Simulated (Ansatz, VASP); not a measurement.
# Two plane-wave programs on ZrSi4Pd

```
CELL_PARAMETERS angstrom
4.39073 0.00000 0.00000
-2.19537 3.80249 0.00000
0.00000 0.00000 5.66905
ATOMIC_POSITIONS crystal
Zr 0.00000 0.00000 0.00000
Si 0.33333 0.66667 0.71809
Si 0.33333 0.66667 0.28191
Si 0.66667 0.33333 0.28191
Si 0.66667 0.33333 0.71809
Pd 0.00000 0.00000 0.50000
```

Alike in both runs: task single point; functional PBE; k mesh 6 × 6 × 4; occupations gaussian, width 0.1 eV; collinear spin.

|  | VASP | Ansatz |
| --- | --- | --- |
| version | VASP 6.6.1 | Ansatz 0.2.0 |
| potentials or method | VASP PAW PBE potentials, release 64 (Zr_sv, Si, Pd), cutoff 500 eV | scalar-relativistic, plane waves, PAW |
| valence electrons in the cell | 38 | 46 |

```tsv
	VASP	Ansatz	Ansatz less VASP
gap on the k mesh at the Fermi level (eV)	none	none	-
pressure (GPa)	-0.2	-0.2	+0.03
traceless stress, the component that is largest in VASP (GPa)	0.21	0.19	-0.012
rms of the force components (eV/Å)	0.015	0.012	-0.0036
net moment per atom (μB)	0.00	0.00	0.000
```

Atom by atom the forces differ by 0.004 eV/Å (rms over components). A gap of «none» marks a metal or a gap that the smearing closes. The functional is the same, so the differences come from potentials, cutoffs and numerics. VASP's potentials hold 38 valence electrons a cell and Ansatz's 46, so a difference there can come from the potentials and not from the codes. Ansatz's warnings: seeded moment not kept.
